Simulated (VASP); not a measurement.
# SnSe2 (Fm-3m) in VASP: notebook, part 2 of 2

VASP 6.6.1. Earlier steps stand in the parts before.

## 5. Relaxation of cell and atoms, PBE, target pressure 20 GPa, at which the enthalpy is minimised

INCAR reads:

```
SYSTEM = SnSe2
PREC     = Accurate       ! precision mode
ENCUT    = 500            ! plane-wave cutoff, eV
EDIFF    = 1E-7           ! SCF threshold, eV
ISMEAR   = -1             ! smearing method
SIGMA    = 0.02           ! smearing width, eV
LREAL    = .False.        ! projectors in reciprocal space
LASPH    = .True.         ! aspherical terms in the spheres
NELM     = 120            ! most SCF steps
ALGO     = Normal         ! electronic algorithm
ISIF     = 3              ! what is computed and relaxed
LWAVE    = .False.        ! write WAVECAR
LCHARG   = .False.        ! write CHGCAR
GGA      = PE             ! functional
IBRION   = 2              ! ionic algorithm
NSW      = 80             ! ionic steps
EDIFFG   = -0.02          ! ionic threshold
PSTRESS  = 200.0        
GGA_COMPAT= .False.      
NELMIN   = 4
```

KPOINTS reads:

```
regular mesh
0
Gamma
  6 6 6
  0 0 0
```

POSCAR reads:

```
SnSe2
1.0
    0.0000000000      3.2250000000      3.2250000000
    3.2250000000      0.0000000000      3.2250000000
    3.2250000000      3.2250000000      0.0000000000
Sn Se
1 2
Direct
    0.0000000000      0.0000000000      0.0000000000
    0.2500000000      0.2500000000      0.2500000000
    0.7500000000      0.7500000000      0.7500000000
```

Potentials or basis: VASP PAW PBE potentials, release 64 (Sn_d, Se).

Run with:

```bash
> cat potpaw_PBE.64/Sn_d/POTCAR potpaw_PBE.64/Se/POTCAR > POTCAR
> mpirun -np 1 vasp_std > vasp.out
```

OUTCAR:

```text
SYSTEM = SnSe2
   PREC = Accurate
   ENCUT = 500
   EDIFF = 1E-7
   ISMEAR = -1
   LREAL = .False.
   LASPH = .True.
   NELM = 120
   ISIF = 3
   GGA = PE
   IBRION = 2
   NSW = 80
   EDIFFG = -0.02
   PSTRESS = 200.0
   NELMIN = 4

 ion  position               nearest neighbor table
   1  0.000  0.000  0.000-   2 2.79   3 2.79   3 2.79   3 2.79   3 2.79   2 2.79   2 2.79   2 2.79

   2  0.250  0.250  0.250-   1 2.79   1 2.79   1 2.79   1 2.79
   3  0.750  0.750  0.750-   1 2.79   1 2.79   1 2.79   1 2.79

  LATTYP: Found a face centered cubic cell.
 ALAT       =     6.4500000000

  Lattice vectors:

 A1 = (   0.0000000000,   3.2250000000,   3.2250000000)
 A2 = (   3.2250000000,   0.0000000000,   3.2250000000)
 A3 = (   3.2250000000,   3.2250000000,   0.0000000000)

Analysis of symmetry for initial positions (statically):
=====================================================================
 Subroutine PRICEL returns:
 Original cell was already a primitive cell.

 Routine SETGRP: Setting up the symmetry group for a
 face centered cubic supercell.

 Subroutine GETGRP returns: Found 48 space group operations
 (whereof 48 operations were pure point group operations)
 out of a pool of 48 trial point group operations.

[... 141 lines left out ...]
  volume of cell :       67.08
 maximum number of plane-waves:      1724
 NGX is ok and might be reduce to    36
   NGX = 17   NGY = 17   NGZ = 17

--------------------------------------- Ionic step        1  -------------------------------------------

 number of electron      26.0000006 magnetization

 Free energy of the ion-electron system (eV)
  ---------------------------------------------------
  ext. energy  EPLUGINS =         0.00000000
  ---------------------------------------------------
  free energy    TOTEN  =       -10.00335274 eV

  energy without entropy =       -9.99493417  energy(sigma->0) =       -9.99914346

------------------------ aborting loop because EDIFF is reached ----------------------------------------

  FORCE on cell =-STRESS in cart. coord.  units (eV):
  Direction    XX          YY          ZZ          XY          YZ          ZX
  --------------------------------------------------------------------------------------
  -------------------------------------------------------------------------------------
  Total        6.1589086      6.1589086      6.1589086     -0.0000000      0.0000000      0.0000000
  in kB      147.0940775    147.0940775    147.0940775     -0.0000000      0.0000000      0.0000000
  external PRESSURE =     -52.9059225 kB  Pullay stress =     200.0000000 kB
[... 65 lines left out ...]
--------------------------------------- Ionic step        3  -------------------------------------------

 number of electron      26.0000000 magnetization

 Free energy of the ion-electron system (eV)
  ---------------------------------------------------
  ext. energy  EPLUGINS =         0.00000000
  ---------------------------------------------------
  free energy    TOTEN  =        -9.68531276 eV

  energy without entropy =       -9.67792899  energy(sigma->0) =       -9.68162088

 E-fermi :   7.0981     XC(G=0): -10.4617

 val. band max:        7.0922349112   @ k =   0.3333   0.1667   0.0000
 cond. band min:       7.1189390789   @ k =   0.5000   0.3333   0.1667
 fundamental gap:      0.0267041677
 Fermi energy:         7.0980602143

 k-point     1 :       0.0000    0.0000    0.0000
  band No.  band energies     occupation
      1     -14.6545      2.00000
      2     -14.6545      2.00000
      3     -14.6545      2.00000
      4     -14.6015      2.00000
      5     -14.6015      2.00000
      6      -8.6668      2.00000
[... 343 lines left out ...]
  energy  without entropy=       -9.6779289913  energy(sigma->0) =       -9.68162088

  enthalpy is  TOTEN    =        -1.6812824380 eV   P V=        8.0040303258

 reached required accuracy - stopping structural energy minimisation
```

CONTCAR:

```text
SnSe2
   1.00000000000000
    -0.0000000000000000    3.1767748719548963    3.1767748719548963
     3.1767748719548963    0.0000000000000000    3.1767748719548963
     3.1767748719548963    3.1767748719548963    0.0000000000000000
  Sn              Se
     1     2
Direct
     0.0000000000000000    0.0000000000000000    0.0000000000000000
     0.2500000000000000    0.2500000000000000    0.2500000000000000
     0.7500000000000000    0.7500000000000000    0.7500000000000000

  0.00000000E+00  0.00000000E+00  0.00000000E+00
  0.00000000E+00  0.00000000E+00  0.00000000E+00
  0.00000000E+00  0.00000000E+00  0.00000000E+00
```

Wall time 25 s (1 thread of Intel Xeon 6975P-C (Granite Rapids), shared host); peak memory 0.22 GiB.

Results:

* Free energy: -9.6853 eV
* Relaxed volume: 21.37 Å³/atom
* Relaxed cell: a = 4.493 Å, b = 4.493 Å, c = 4.493 Å, α = 60.00°, β = 60.00°, γ = 60.00°
* Space group after relaxing (to 0.1 Å): Fm-3m (No. 225)
* Energy change on relaxing (the run minimises the enthalpy): +106.0 meV/atom
* Ionic steps: 3
* Pressure after relaxing: 19.9 GPa
* Band gap on the k mesh: zero (bands 13 and 14 overlap by 2.45 eV)

Step by step:
| step | energy change (eV) | largest force (eV/Å) | pressure (GPa) | volume (Å³) |
| --- | --- | --- | --- | --- |
| 1 | 0.0000 | 0.0000 | 14.71 | 67.08 |
| 2 | 0.9161 | 0.0000 | 29.02 | 60.17 |
| 3 | 0.3180 | 0.0000 | 19.91 | 64.12 |

Final structure:
```cif
data_structure
_symmetry_space_group_name_H-M 'P 1'
_symmetry_Int_Tables_number 1
_cell_length_a 4.4926
_cell_length_b 4.4926
_cell_length_c 4.4926
_cell_angle_alpha 60.000
_cell_angle_beta 60.000
_cell_angle_gamma 60.000
_cell_volume 64.12
loop_
_atom_site_label
_atom_site_type_symbol
_atom_site_fract_x
_atom_site_fract_y
_atom_site_fract_z
_atom_site_occupancy
Sn1 Sn 0.00000 0.00000 0.00000 1
Se1 Se 0.25000 0.25000 0.25000 1
Se2 Se 0.75000 0.75000 0.75000 1
```

Levels at points of the mesh, in eV from the Fermi level:
| k point | band 9 | band 10 | band 11 | band 12 | band 13 | band 14 | band 15 | band 16 | band 17 |
| --- | --- | --- | --- | --- | --- | --- | --- | --- | --- |
| (0.00, 0.00, 0.00) | -3.76 | -3.76 | -3.01 | -2.02 | -2.02 | -2.02 | 1.64 | 1.64 | 1.64 |
| (0.50, 0.00, 0.00) | -4.25 | -4.25 | -3.63 | -2.83 | -2.83 | 1.88 | 4.42 | 4.42 | 6.33 |
| (0.50, 0.50, 0.00) | -6.08 | -6.08 | -1.63 | 0.28 | 0.28 | 0.94 | 3.41 | 6.13 | 6.13 |

Caveat: the cell is relaxed towards a set pressure, so the run minimises the enthalpy, not the energy; spin-orbit coupling is left out, which moves the levels of the heavy elements.

## 6. The runs side by side

| cell | gap on the mesh (eV) | pressure (GPa) |
| --- | --- | --- |
| relaxed | none | 0.1 |
| relaxed to 5 GPa | none | 4.9 |
| relaxed to 10 GPa | none | 10.0 |
| relaxed to 20 GPa | none | 19.9 |

Alike in all rows: task relaxation of cell and atoms; level PBE; potentials or basis VASP PAW PBE potentials, release 64 (Sn_d, Se); no spin polarisation; k mesh 6 × 6 × 6; cutoff (eV) 500; smearing fermi-dirac 0.02 eV.

Caveats: spin-orbit coupling is left out, which moves the levels of the heavy elements; the cell is relaxed towards a set pressure, so the run minimises the enthalpy, not the energy (at least some runs); the volume moved by over 15 % at a fixed basis, so the end points are rough (at least some runs).

Total energies depend on the potentials used, so only differences within one code and one set of settings carry meaning.
